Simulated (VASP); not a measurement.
**Ni: single point with LDA**

The system is Ni.

```
CELL_PARAMETERS angstrom
0.00000 1.64056 1.64056
1.64056 0.00000 1.64056
1.64056 1.64056 0.00000
ATOMIC_POSITIONS crystal
Ni 0.00000 0.00000 0.00000
```

| Item | Value |
| --- | --- |
| Program | VASP 6.6.1 |
| Task | single point |
| Functional | LDA |
| Potentials or basis | VASP PAW LDA potentials, release 64 (Ni) |
| Cutoff | 520 eV |
| k mesh | 24 × 24 × 24 |
| Occupations | gaussian, width 0.15 eV |
| Spin | collinear spin, ferromagnetic start |
| Starting moments | [0.75] μB |
| Fixed moment | 0.75 μB |
| Dipole correction | no |
| Further INCAR settings | ALGO = Normal; EDIFF = 1e-06; NBANDS = 15 |

```
Pressure                                              : 45.7 GPa
Net moment                                            : 0.75 μB per cell
Site moments                                          : Ni +0.74 μB
Valence electrons inside the program's atomic spheres : Ni 9.77
```

Wall time 100 s on 1 thread of Intel(R) Xeon(R) Platinum 8259CL CPU @ 2.50GHz (Skylake/Cascade Lake) (shared host), peak memory 0.19 GiB.

Caveat: the cell stands under pressure; the total moment is fixed, so each spin has its own Fermi level and the state may be an excited one.
